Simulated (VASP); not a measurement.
# CoO (I4mm) in VASP: single point with PBEsol

Aim: the single point of CoO with PBEsol.

All numbers are computed with VASP 6.6.1; they aren't measurements. Logs are shortened: lines on timing, memory, paths and dates and some standing lists are left out, and cuts for length are marked.

### 1 The cell of the first run

Symmetry: I4mm, No. 107, tetragonal system. Conventional cell: a = 2.947 Å, b = 2.947 Å, c = 4.167 Å, α = 90.00°, β = 90.00°, γ = 90.00°. Within 2.5 Å of Co (site symmetry 4mm) lie 6 O at 1.87 to 2.29 Å. Within 2.5 Å of O (site symmetry 4mm) lie 6 Co at 1.87 to 2.29 Å.

### 2 Single point, PBEsol, collinear spin, ferromagnetic start (mode 4 frozen in at -0.165 Å and mode 6 at +0.000 Å (largest displacements))

File INCAR:

```
SYSTEM = CoO
PREC = Accurate ; ENCUT = 520
EDIFF = 1E-7 ; ISMEAR = 0
SIGMA = 0.15 ; LREAL = .FALSE.
LASPH = .TRUE. ; NELM = 150
ALGO = Normal ; ISIF = 2
LWAVE = .FALSE. ; LCHARG = .FALSE.
ISPIN = 2 ; MAGMOM = 2.57 0.32
LORBIT = 11 ; LMAXMIX = 4
GGA = PS ; NBANDS = 18
```

File KPOINTS:

```
regular mesh
0
G
  18 18 18
  0 0 0
```

File POSCAR:

```
CoO
1.0
    0.0000000000      2.0835908763      2.0835908763
    2.0835908763      0.0000000000      2.0835908763
    2.0835908763      2.0835908763      0.0000000000
Co O
1 1
Direct
   -0.0107491559      0.0107491559      0.0107491559
    0.5395951052      0.4604048948      0.4604048948
```

Potentials or basis: VASP PAW PBE potentials, release 64 (Co, O).

Run with:

```bash
$ cat potpaw_PBE.64/Co/POTCAR potpaw_PBE.64/O/POTCAR > POTCAR
$ mpirun -np 1 vasp_std > vasp.out
```

OUTCAR:

```text
SYSTEM = CoO
   PREC = Accurate
   ENCUT = 520
   EDIFF = 1E-7
   ISMEAR = 0
   LREAL = .FALSE.
   LASPH = .TRUE.
   NELM = 150
   ISIF = 2
   ISPIN = 2
   LORBIT = 11
   GGA = PS

 ion  position               nearest neighbor table
   1  0.989  0.011  0.011-   2 1.87   2 2.09   2 2.09   2 2.09   2 2.09   2 2.29
   2  0.540  0.460  0.460-   1 1.87   1 2.09   1 2.09   1 2.09   1 2.09   1 2.29

  LATTYP: Found a face centered cubic cell.
 ALAT       =     4.1671817526

  Lattice vectors:

 A1 = (   0.0000000000,   2.0835908763,   2.0835908763)
 A2 = (   2.0835908763,   0.0000000000,   2.0835908763)
 A3 = (   2.0835908763,   2.0835908763,   0.0000000000)

Analysis of symmetry for initial positions (statically):
=====================================================================
 Subroutine PRICEL returns:
 Original cell was already a primitive cell.

 Routine SETGRP: Setting up the symmetry group for a
 face centered cubic supercell.

 Subroutine GETGRP returns: Found  8 space group operations
 (whereof  8 operations were pure point group operations)
 out of a pool of 48 trial point group operations.

The static configuration has the point symmetry C_4v.

Analysis of symmetry for dynamics (positions and initial velocities):
=====================================================================
 Subroutine PRICEL returns:
 Original cell was already a primitive cell.

 Routine SETGRP: Setting up the symmetry group for a
 face centered cubic supercell.

 Subroutine GETGRP returns: Found  8 space group operations
 (whereof  8 operations were pure point group operations)
 out of a pool of 48 trial point group operations.

The dynamic configuration has the point symmetry C_4v.

Analysis of structural, dynamic, and magnetic symmetry:
=====================================================================
 Subroutine PRICEL returns:
 Original cell was already a primitive cell.

 Routine SETGRP: Setting up the symmetry group for a
 face centered cubic supercell.

 Subroutine GETGRP returns: Found  8 space group operations
 (whereof  8 operations were pure point group operations)
 out of a pool of 48 trial point group operations.

The overall configuration has the point symmetry C_4v.

 Subroutine INISYM returns: Found  8 space group operations
 (whereof  8 operations are pure point group operations),
 and found     1 'primitive' translations

----------------------------------------------------------------------------------------

                                     Primitive cell

  volume of cell :      18.0912

  direct lattice vectors                    reciprocal lattice vectors
     0.000000000  2.083590876  2.083590876    -0.239970335  0.239970335  0.239970335
     2.083590876  0.000000000  2.083590876     0.239970335 -0.239970335  0.239970335
     2.083590876  2.083590876  0.000000000     0.239970335  0.239970335 -0.239970335

  length of vectors
     2.946642476  2.946642476  2.946642476     0.415640812  0.415640812  0.415640812

  position of ions in fractional coordinates (direct lattice)
     0.989250844  0.010749156  0.010749156
     0.539595105  0.460404895  0.460404895

  ion indices of the primitive-cell ions
   primitive index   ion index
                 1           1
                 2           2

----------------------------------------------------------------------------------------

 KPOINTS: regular mesh

Automatic generation of k-mesh.
 Grid dimensions read from file:
 generate k-points for:   18   18   18

 Generating k-lattice:

  Cartesian coordinates                     Fractional coordinates (reciprocal lattice)
    -0.013331685  0.013331685  0.013331685     0.055555556  0.000000000  0.000000000
     0.013331685 -0.013331685  0.013331685     0.000000000  0.055555556  0.000000000
     0.013331685  0.013331685 -0.013331685     0.000000000  0.000000000  0.055555556

  Length of vectors
     0.023091156  0.023091156  0.023091156

  Shift w.r.t. Gamma in fractional coordinates (k-lattice)
     0.000000000  0.000000000  0.000000000

 Subroutine IBZKPT returns following result:
 ===========================================

 Found    480 irreducible k-points:

 Following reciprocal coordinates:
            Coordinates               Weight
  0.000000  0.000000  0.000000      1.000000
  0.055556  0.000000  0.000000      8.000000
  0.111111  0.000000  0.000000      8.000000
  0.166667  0.000000  0.000000      8.000000
  0.222222  0.000000  0.000000      8.000000
  0.277778  0.000000  0.000000      8.000000
[... 16 lines left out ...]
  0.388889  0.055556  0.000000     16.000000
  0.000000  0.388889  0.055556      8.000000
 [... further k-points ...]
   k-points           NKPTS =    480   k-points in BZ     NKDIM =    480   number of bands    NBANDS=     18
   number of dos      NEDOS =    301   number of ions     NIONS =      2
   total plane-waves  NPLWV =  13824
   dimension x,y,z NGX =    24 NGY =   24 NGZ =   24
   dimension x,y,z NGXF=    48 NGYF=   48 NGZF=   48
   ions per type =               1   1
   NGX,Y,Z   is equivalent  to a cutoff of  13.54, 13.54, 13.54 a.u.
   NGXF,Y,Z  is equivalent  to a cutoff of  27.08, 27.08, 27.08 a.u.
 SYSTEM =  CoO
   PREC   = accura    normal or accurate (medium, high low for compatibility)
   ISTART =      0    job   : 0-new  1-cont  2-samecut
   ICHARG =      2    charge: 1-file 2-atom 10-const
   ISPIN  =      2    spin polarized calculation?
   LNONCOLLINEAR =      F non collinear calculations
   LSORBIT =      F    spin-orbit coupling
   LASPH  =      T    aspherical Exc in radial PAW
   ENCUT  =  520.0 eV  38.22 Ry    6.18 a.u.   5.48  5.48  5.48*2*pi/ulx,y,z
   NELM   =    150;   NELMIN=  2; NELMDL= -5     # of ELM steps
   EDIFF  = 0.1E-06   stopping-criterion for ELM
   LREAL  =      F    real-space projection
   EDIFFG = 0.1E-05   stopping-criterion for IOM
   NSW    =      0    number of steps for IOM
   IBRION =     -1    ionic relax: 0-MD 1-quasi-New 2-CG
   NFREE  =      0    steps in history (QN), initial steepest desc. (CG)
   ISIF   =      2    stress and relaxation
   ISYM   =      2    0-nonsym 1-usesym 2-fastsym
   POTIM  = 0.5000    time-step for ionic-motion
   TEBEG  =    0.0;   TEEND  =   0.0 temperature during run
   PSTRESS=    0.0 pullay stress
   NELECT =      15.0000    total number of electrons
   NUPDOWN=      -1.0000    fix difference up-down
   EMIN   =  10.00;   EMAX   =-10.00  energy-range for DOS
   EFERMI =   0.00;   METHOD = LEGACY
   ISMEAR =     0;   SIGMA  =   0.15  broadening in eV -4-tet -1-fermi 0-gaus
   EFERMI_NEDOS =   21; number of points for ismear=-14 and -15
   IALGO  =     38    algorithm
   IMIX   =      4    mixing-type and parameters
     AMIX     =   0.40;   BMIX     =  1.00
     AMIX_MAG =   1.60;   BMIX_MAG =  1.00
  volume/ion in A,a.u.               =       9.05        61.04
  Fermi-wavevector in a.u.,A,eV,Ry     =   1.537976  2.906353 32.182802  2.365369
  Thomas-Fermi vector in A             =   2.644409
   LORBIT       =     11    0 simple, 1 ext, 2 COOP (PROOUT), +10 PAW based schemes
   GGA     = PS    functional components
   LHFCALC =     F    Hartree Fock is set to
   AEXX    =    0.0000 exact exchange contribution
   IVDW    =     0    specifies the selected vdW correction
   LEPSILON=     F    determine dielectric tensor
   LRPA    =     F    only Hartree local field effects (RPA)
 spin polarized calculation
 Gauss-broadening in eV      SIGMA  =   0.15
  energy-cutoff  :      520.00
  volume of cell :       18.09
 maximum number of plane-waves:       531
 NGX is ok and might be reduce to    24
   NGX = 11   NGY = 11   NGZ = 11

 number of electron      15.0000006 magnetization       2.7712014

 Free energy of the ion-electron system (eV)
  ---------------------------------------------------
  ext. energy  EPLUGINS =         0.00000000
  ---------------------------------------------------
  free energy    TOTEN  =       -13.93973277 eV

  energy without entropy =      -13.89635716  energy(sigma->0) =      -13.91804497

 E-fermi :   8.8002     XC(G=0): -13.0277

 val. band max:        8.7996333738   @ k =   0.0556  -0.3889   0.4444
 cond. band min:       8.8016557989   @ k =   0.0000  -0.4444   0.2222
 fundamental gap:      0.0020224251
 Fermi energy:         8.8001556298

 spin component 1

 k-point     1 :       0.0000    0.0000    0.0000
  band No.  band energies     occupation
      1     -12.1620      1.00000
      2       3.9119      1.00000
      3       4.4461      1.00000
      4       4.4461      1.00000
      5       5.5876      1.00000
      6       5.6196      1.00000
[... 10 lines left out ...]
     17      31.6053      0.00000
     18      33.9209      0.00000

 k-point     2 :       0.0556    0.0000    0.0000
  band No.  band energies     occupation
      1     -12.1258      1.00000
      2       3.7195      1.00000
      3       4.3215      1.00000
      4       4.4255      1.00000
      5       5.5916      1.00000
      6       5.6253      1.00000
[... 10 lines left out ...]
     17      31.8893      0.00000
     18      34.6557      0.00000

 k-point     3 :       0.1111    0.0000    0.0000
  band No.  band energies     occupation
      1     -12.0202      1.00000
      2       3.2805      1.00000
      3       4.0191      1.00000
      4       4.2174      1.00000
      5       5.6396      1.00000
      6       5.6526      1.00000
[... 10 lines left out ...]
     17      32.7322      0.00000
     18      36.0785      0.00000

 k-point     4 :       0.1667    0.0000    0.0000
  band No.  band energies     occupation
      1     -11.8534      1.00000
      2       2.7088      1.00000
      3       3.6517      1.00000
      4       3.8133      1.00000
      5       5.7346      1.00000
      6       5.7447      1.00000
[... 375 lines left out ...]
      4       2.8664      1.00000
      5       6.0662      1.00000
      6       6.2263      1.00000
[... 10 lines left out ...]
     17      36.8343      0.00000
     18      39.3048      0.00000

 k-point    23 :       0.3889    0.0556    0.0000
  band No.  band energies     occupation
      1     -11.0063      1.00000
      2       0.4736      1.00000
      3       2.4592      1.00000
      4       2.6249      1.00000
      5       6.1944      1.00000
      6       6.3466      1.00000
[... 10 lines left out ...]
     17      36.2694      0.00000
     18      38.5760      0.00000

 k-point    24 :       0.0000    0.3889    0.0556
  band No.  band energies     occupation
      1     -11.0050      1.00000
      2       0.4715      1.00000
      3       2.4435      1.00000
      4       2.6239      1.00000
      5       6.2168      1.00000
      6       6.3665      1.00000
[... 10 lines left out ...]
     17      36.3351      0.00000
     18      38.6003      0.00000

 [... further k-points ...]

 spin component 2

 k-point     1 :       0.0000    0.0000    0.0000
  band No.  band energies     occupation
      1     -11.6500      1.00000
      2       5.0434      1.00000
      3       5.3534      1.00000
      4       5.3534      1.00000
      5       7.5721      1.00000
      6       8.0757      1.00000
[... 10 lines left out ...]
     17      32.5302      0.00000
     18      34.6831      0.00000

 k-point     2 :       0.0556    0.0000    0.0000
  band No.  band energies     occupation
      1     -11.6130      1.00000
      2       4.8053      1.00000
      3       5.2754      1.00000
      4       5.3238      1.00000
      5       7.5770      1.00000
      6       7.9942      1.00000
[... 10 lines left out ...]
     17      32.7272      0.00000
     18      35.4631      0.00000

 k-point     3 :       0.1111    0.0000    0.0000
  band No.  band energies     occupation
      1     -11.5048      1.00000
      2       4.2651      1.00000
      3       5.0642      1.00000
      4       5.1324      1.00000
      5       7.6106      1.00000
      6       7.9331      1.00000
[... 10 lines left out ...]
     17      33.4855      0.00000
     18      36.9170      0.00000

 k-point     4 :       0.1667    0.0000    0.0000
  band No.  band energies     occupation
      1     -11.3338      1.00000
      2       3.5673      1.00000
      3       4.7737      1.00000
      4       4.8157      1.00000
      5       7.7015      1.00000
      6       7.9687      1.00000
[... 375 lines left out ...]
      4       4.0371      1.00000
      5       8.0878      1.00000
      6       8.4715      0.99903
[... 10 lines left out ...]
     17      37.2970      0.00000
     18      39.9223      0.00000

 k-point    23 :       0.3889    0.0556    0.0000
  band No.  band energies     occupation
      1     -10.4611      1.00000
      2       1.0764      1.00000
      3       3.6708      1.00000
      4       3.7974      1.00000
      5       8.2603      1.00000
      6       8.5290      0.99471
[... 10 lines left out ...]
     17      36.6940      0.00000
     18      39.0904      0.00000

 k-point    24 :       0.0000    0.3889    0.0556
  band No.  band energies     occupation
      1     -10.4600      1.00000
      2       1.0774      1.00000
      3       3.6340      1.00000
      4       3.8166      1.00000
      5       8.2874      1.00000
      6       8.5999      0.97051
[... 10 lines left out ...]
     17      36.7619      0.00000
     18      39.1165      0.00000

 [... further k-points ...]
[... 5 lines left out ...]
  --------------------------------------------------------------------------------------
  -------------------------------------------------------------------------------------
  Total        1.8794611     -0.1336053     -0.1336053      0.0000000     -0.0000000     -0.0000000
  in kB      166.4472344    -11.8322397    -11.8322397      0.0000000     -0.0000000     -0.0000000
  external PRESSURE =      47.5942517 kB  Pullay stress =       0.0000000 kB

 VOLUME and BASIS-vectors are now :
 -----------------------------------------------------------------------------
  energy-cutoff  :      520.00
  volume of cell :       18.09
      direct lattice vectors                 reciprocal lattice vectors
     0.000000000  2.083590876  2.083590876    -0.239970335  0.239970335  0.239970335
     2.083590876  0.000000000  2.083590876     0.239970335 -0.239970335  0.239970335
     2.083590876  2.083590876  0.000000000     0.239970335  0.239970335 -0.239970335

 POSITION                                       TOTAL-FORCE (eV/Angst)
 -----------------------------------------------------------------------------------
      0.04479      2.08359      2.08359        -1.009420      0.000000      0.000000
      1.91859      2.08359      2.08359         1.009420      0.000000      0.000000
 -----------------------------------------------------------------------------------
    total drift:                                0.000031     -0.000000      0.000000

  FREE ENERGIE OF THE ION-ELECTRON SYSTEM (eV)
  ---------------------------------------------------
  free  energy   TOTEN  =       -13.9397327725 eV

  energy  without entropy=      -13.8963571614  energy(sigma->0) =      -13.91804497

 total charge

# of ion       s       p       d       tot
------------------------------------------
    1        0.330   0.431   7.234   7.995
    2        1.554   3.434   0.000   4.987
--------------------------------------------------
tot          1.884   3.864   7.234  12.982

 magnetization (x)

# of ion       s       p       d       tot
------------------------------------------
    1        0.019   0.026   2.373   2.418
    2        0.030   0.266   0.000   0.296
--------------------------------------------------
tot          0.050   0.292   2.373   2.714
```

Wall time 3.1 min (1 thread of Intel Xeon Platinum 8488C (Sapphire Rapids), shared host); peak memory 0.35 GiB.

Results:

```
Free energy                                           : -13.9397 eV
Pressure                                              : 4.8 GPa
Largest force                                         : 1.009 eV/Å
Net moment                                            : 2.77 μB per cell
Site moments                                          : Co +2.42; O +0.30 μB
Valence electrons inside the program's atomic spheres : Co 8.00; O 4.99
```

Forces in eV/Å, atoms in the order of the input:
```
Co  -1.009  0.000  0.000
O    1.009  0.000  0.000
```

Levels at points of the mesh, in eV from the Fermi level:
Spin up:
| k point | band 7 | band 8 | band 9 | band 10 | band 11 | band 12 |
| --- | --- | --- | --- | --- | --- | --- |
| (0.00, 0.00, 0.00) | -2.35 | -2.35 | -1.84 | 1.12 | 16.47 | 18.18 |
| (0.50, 0.00, 0.00) | -1.77 | 0.15 | 0.15 | 5.21 | 9.52 | 13.73 |
| (0.50, 0.50, 0.00) | -2.17 | -2.02 | -2.01 | 5.97 | 10.00 | 11.37 |
| (0.00, 0.50, 0.50) | -2.24 | -2.01 | -2.01 | 5.82 | 10.52 | 11.76 |
Spin down:
```
           k point  band 2  band 3  band 4  band 5  band 6  band 7  band 8  band 9  band 10  band 11
(0.00, 0.00, 0.00)   -3.76   -3.45   -3.45   -1.23   -0.72   -0.72   -0.27    0.51     1.69    16.48
(0.50, 0.00, 0.00)   -8.36   -5.31   -5.24   -0.21   -0.11    0.19    2.41    2.51     5.68    10.33
(0.50, 0.50, 0.00)   -7.11   -4.89   -4.61   -1.86    0.16    0.18    0.49    0.83     6.81    10.50
(0.00, 0.50, 0.50)   -7.09   -4.36   -4.36   -2.55    0.16    0.16    0.27    0.71     6.59    11.13
```

Caveat: the cell differs from its parent crystal (mode 4 frozen in at -0.165 Å and mode 6 at +0.000 Å (largest displacements)); the PAW data sets were made with another functional, which shifts forces and pressure a little; a cell with one magnetic atom can't hold antiferromagnetic order, which such compounds often take; semilocal functionals often make such compounds metallic where correlation or magnetic order opens a gap, which also shifts bond lengths.
